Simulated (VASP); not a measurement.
# Mg (P6/mmm) in VASP: a series of runs, part 2 of 2

VASP 6.6.1. The steps go on from the part before.

## 3. Single point, PBE (strain +0.040 along x and y, +0.080 along z)

Input file INCAR:

```
SYSTEM = Mg
ALGO = Normal
EDIFF = 1E-6
ENCUT = 520
GGA = PE
ISIF = 2
ISMEAR = 0
LASPH = .True.
LCHARG = .True.
LELF = .True.
LREAL = .False.
LVHAR = .True.
LWAVE = .False.
NBANDS = 7
NELM = 100
PREC = Accurate
SIGMA = 0.15
```

Input file KPOINTS:

```
k-points
0
Gamma
  18 18 16
  0 0 0
```

Input file POSCAR:

```
Mg
1.0
    3.1723117925      0.0000000000      0.0000000000
   -1.5861558963      2.7473026010      0.0000000000
    0.0000000000      0.0000000000      3.2884245756
Mg
1
Direct
    0.0000000000      0.0000000000      0.0000000000
```

Potentials or basis: VASP PAW PBE potentials, release 64 (Mg).

Started as:

```sh
$ cat potpaw_PBE.64/Mg/POTCAR > POTCAR
$ mpirun -np 1 vasp_std > vasp.out
```

OUTCAR:

```text
SYSTEM = Mg
   EDIFF = 1E-6
   ENCUT = 520
   GGA = PE
   ISIF = 2
   ISMEAR = 0
   LASPH = .True.
   LREAL = .False.
   NELM = 100
   PREC = Accurate

 ion  position               nearest neighbor table
   1  0.000  0.000  0.000-

  LATTYP: Found a hexagonal cell.
 ALAT       =     3.1723117925
 C/A-ratio  =     1.0366019454

  Lattice vectors:

 A1 = (   3.1723117925,   0.0000000000,   0.0000000000)
 A2 = (  -1.5861558963,   2.7473026010,   0.0000000000)
 A3 = (   0.0000000000,   0.0000000000,   3.2884245756)

Analysis of symmetry for initial positions (statically):
=====================================================================
 Subroutine PRICEL returns:
 Original cell was already a primitive cell.

 Routine SETGRP: Setting up the symmetry group for a
 hexagonal supercell.

 Subroutine GETGRP returns: Found 24 space group operations
 (whereof 24 operations were pure point group operations)
 out of a pool of 24 trial point group operations.

The static configuration has the point symmetry D_6h.

Analysis of symmetry for dynamics (positions and initial velocities):
=====================================================================
 Subroutine PRICEL returns:
 Original cell was already a primitive cell.

 Routine SETGRP: Setting up the symmetry group for a
 hexagonal supercell.

 Subroutine GETGRP returns: Found 24 space group operations
 (whereof 24 operations were pure point group operations)
 out of a pool of 24 trial point group operations.

The dynamic configuration has the point symmetry D_6h.

 Subroutine INISYM returns: Found 24 space group operations
 (whereof 24 operations are pure point group operations),
 and found     1 'primitive' translations

----------------------------------------------------------------------------------------

                                     Primitive cell

  volume of cell :      28.6596

  direct lattice vectors                    reciprocal lattice vectors
     3.172311792  0.000000000  0.000000000     0.315227527  0.181996697  0.000000000
    -1.586155896  2.747302601  0.000000000     0.000000000  0.363993395  0.000000000
     0.000000000  0.000000000  3.288424576     0.000000000  0.000000000  0.304096985

  length of vectors
     3.172311792  3.172311792  3.288424576     0.363993395  0.363993395  0.304096985

  position of ions in fractional coordinates (direct lattice)
     0.000000000  0.000000000  0.000000000

  ion indices of the primitive-cell ions
   primitive index   ion index
                 1           1

----------------------------------------------------------------------------------------

 KPOINTS: k-points

Automatic generation of k-mesh.
 Grid dimensions read from file:
 generate k-points for:   18   18   16

 Generating k-lattice:

  Cartesian coordinates                     Fractional coordinates (reciprocal lattice)
     0.017512640  0.010110928  0.000000000     0.055555556  0.000000000  0.000000000
     0.000000000  0.020221855  0.000000000     0.000000000  0.055555556  0.000000000
     0.000000000  0.000000000  0.019006062     0.000000000  0.000000000  0.062500000

  Length of vectors
     0.020221855  0.020221855  0.019006062

  Shift w.r.t. Gamma in fractional coordinates (k-lattice)
     0.000000000  0.000000000  0.000000000

 Subroutine IBZKPT returns following result:
 ===========================================

 Found    333 irreducible k-points:

 Following reciprocal coordinates:
            Coordinates               Weight
  0.000000  0.000000  0.000000      1.000000
  0.055556 -0.000000  0.000000      6.000000
  0.111111 -0.000000  0.000000      6.000000
  0.166667  0.000000  0.000000      6.000000
  0.222222  0.000000  0.000000      6.000000
  0.277778  0.000000  0.000000      6.000000
[... 16 lines left out ...]
  0.333333  0.111111  0.000000     12.000000
  0.388889  0.111111  0.000000     12.000000
 [... further k-points ...]
   k-points           NKPTS =    333   k-points in BZ     NKDIM =    333   number of bands    NBANDS=      7
   number of dos      NEDOS =    301   number of ions     NIONS =      1
   total plane-waves  NPLWV =  13824
   dimension x,y,z NGX =    24 NGY =   24 NGZ =   24
   dimension x,y,z NGXF=    48 NGYF=   48 NGZF=   48
   ions per type =               1
   NGX,Y,Z   is equivalent  to a cutoff of  12.58, 12.58, 12.13 a.u.
   NGXF,Y,Z  is equivalent  to a cutoff of  25.15, 25.15, 24.27 a.u.
 SYSTEM =  Mg
   PREC   = accura    normal or accurate (medium, high low for compatibility)
   ISTART =      0    job   : 0-new  1-cont  2-samecut
   ICHARG =      2    charge: 1-file 2-atom 10-const
   ISPIN  =      1    spin polarized calculation?
   LNONCOLLINEAR =      F non collinear calculations
   LSORBIT =      F    spin-orbit coupling
   LASPH  =      T    aspherical Exc in radial PAW
   ENCUT  =  520.0 eV  38.22 Ry    6.18 a.u.   5.90  5.90  6.11*2*pi/ulx,y,z
   NELM   =    100;   NELMIN=  2; NELMDL= -5     # of ELM steps
   EDIFF  = 0.1E-05   stopping-criterion for ELM
   LREAL  =      F    real-space projection
   EDIFFG = 0.1E-04   stopping-criterion for IOM
   NSW    =      0    number of steps for IOM
   IBRION =     -1    ionic relax: 0-MD 1-quasi-New 2-CG
   NFREE  =      0    steps in history (QN), initial steepest desc. (CG)
   ISIF   =      2    stress and relaxation
   ISYM   =      2    0-nonsym 1-usesym 2-fastsym
   POTIM  = 0.5000    time-step for ionic-motion
   TEBEG  =    0.0;   TEEND  =   0.0 temperature during run
   PSTRESS=    0.0 pullay stress
   NELECT =       2.0000    total number of electrons
   NUPDOWN=      -1.0000    fix difference up-down
   EMIN   =  10.00;   EMAX   =-10.00  energy-range for DOS
   EFERMI =   0.00;   METHOD = LEGACY
   ISMEAR =     0;   SIGMA  =   0.15  broadening in eV -4-tet -1-fermi 0-gaus
   EFERMI_NEDOS =   21; number of points for ismear=-14 and -15
   IALGO  =     38    algorithm
   IMIX   =      4    mixing-type and parameters
     AMIX     =   0.40;   BMIX     =  1.00
     AMIX_MAG =   1.60;   BMIX_MAG =  1.00
  volume/ion in A,a.u.               =      28.66       193.40
  Fermi-wavevector in a.u.,A,eV,Ry     =   0.674002  1.273680  6.180843  0.454279
  Thomas-Fermi vector in A             =   1.750591
   LORBIT       =      0    0 simple, 1 ext, 2 COOP (PROOUT), +10 PAW based schemes
   GGA     = PE    functional components
   LHFCALC =     F    Hartree Fock is set to
   AEXX    =    0.0000 exact exchange contribution
   IVDW    =     0    specifies the selected vdW correction
   LEPSILON=     F    determine dielectric tensor
   LRPA    =     F    only Hartree local field effects (RPA)
 non-spin polarized calculation
 Gauss-broadening in eV      SIGMA  =   0.15
  energy-cutoff  :      520.00
  volume of cell :       28.66
 maximum number of plane-waves:       790
 NGX is ok and might be reduce to    24
   NGX = 11   NGY = 11   NGZ = 13

 number of electron       2.0000000 magnetization

 Free energy of the ion-electron system (eV)
  ---------------------------------------------------
  ext. energy  EPLUGINS =         0.00000000
  ---------------------------------------------------
  free energy    TOTEN  =        -1.25343849 eV

  energy without entropy =       -1.24816978  energy(sigma->0) =       -1.25080414

 E-fermi :   1.5205     XC(G=0):  -7.7938

 val. band max:        1.5139427542   @ k =   0.4444   0.0000   0.0000
 cond. band min:       1.5479535282   @ k =   0.4444   0.1111   0.2500
 fundamental gap:      0.0340107740
 Fermi energy:         1.5205171173

 k-point     1 :       0.0000    0.0000    0.0000
  band No.  band energies     occupation
      1      -4.4973      2.00000
      2       8.5963      0.00000
      3       8.6322      0.00000
      4      13.5024      0.00000
      5      13.5024      0.00000
      6      14.1004      0.00000
      7      14.1004      0.00000
[... 221 lines left out ...]
 k-point    24 :       0.3889    0.1111    0.0000
  band No.  band energies     occupation
      1      -0.4463      2.00000
      2       1.6889      0.11234
      3       6.8164      0.00000
      4      12.1130      0.00000
      5      12.2140      0.00000
      6      14.1448      0.00000
      7      14.4382      0.00000

 [... further k-points ...]

------------------------ aborting loop because EDIFF is reached ----------------------------------------

  FORCE on cell =-STRESS in cart. coord.  units (eV):
  Direction    XX          YY          ZZ          XY          YZ          ZX
  --------------------------------------------------------------------------------------
  -------------------------------------------------------------------------------------
  Total       -0.3760501     -0.3760501     -0.4810877      0.0000000      0.0000000      0.0000000
  in kB      -21.0225792    -21.0225792    -26.8945702      0.0000000      0.0000000      0.0000000
  external PRESSURE =     -22.9799095 kB  Pullay stress =       0.0000000 kB

 VOLUME and BASIS-vectors are now :
 -----------------------------------------------------------------------------
  energy-cutoff  :      520.00
  volume of cell :       28.66
      direct lattice vectors                 reciprocal lattice vectors
     3.172311792  0.000000000  0.000000000     0.315227527  0.181996697  0.000000000
    -1.586155896  2.747302601  0.000000000     0.000000000  0.363993395  0.000000000
     0.000000000  0.000000000  3.288424576     0.000000000  0.000000000  0.304096985

 POSITION                                       TOTAL-FORCE (eV/Angst)
 -----------------------------------------------------------------------------------
      0.00000      0.00000      0.00000         0.000000      0.000000      0.000000
 -----------------------------------------------------------------------------------
    total drift:                                0.000000      0.000000      0.000000

  FREE ENERGIE OF THE ION-ELECTRON SYSTEM (eV)
  ---------------------------------------------------
  free  energy   TOTEN  =        -1.2534384925 eV

  energy  without entropy=       -1.2481697788  energy(sigma->0) =       -1.25080414
```

OSZICAR:

```text
N       E                     dE             d eps       ncg     rms          rms(c)
DAV:   1    -0.654113424990E+00   -0.65411E+00   -0.69602E+02  4949   0.185E+02
DAV:   2    -0.125867778874E+01   -0.60456E+00   -0.58331E+00  6041   0.102E+01
DAV:   3    -0.126124770512E+01   -0.25699E-02   -0.25686E-02  6048   0.738E-01
DAV:   4    -0.126125323905E+01   -0.55339E-05   -0.55341E-05  6846   0.270E-02
DAV:   5    -0.126125325143E+01   -0.12382E-07   -0.12116E-07  6041   0.842E-04    0.646E-01
DAV:   6    -0.125757596481E+01    0.36773E-02   -0.59369E-04  5397   0.143E-01    0.416E-01
DAV:   7    -0.125342751219E+01    0.41485E-02   -0.26694E-03  5096   0.266E-01    0.252E-02
DAV:   8    -0.125343878964E+01   -0.11277E-04   -0.28833E-05  6860   0.270E-02    0.610E-03
DAV:   9    -0.125343849253E+01    0.29711E-06   -0.13385E-06  5754   0.501E-03
   1 F= -.12534385E+01 E0= -.12508041E+01  d E =-.526871E-02
```

Wall time 23 s (1 thread of Intel Xeon Platinum 8259CL at 2.50GHz (Skylake/Cascade Lake), shared host); peak memory 0.19 GiB.

What came out:

```yaml
Free_energy: -1.2534 eV
Pressure: -2.3 GPa
Band_gap_on_the_k_mesh: zero (bands 1 and 2 overlap by 4.66 eV)
```

Caveat: the cell differs from its parent crystal (strain +0.040 along x and y, +0.080 along z).
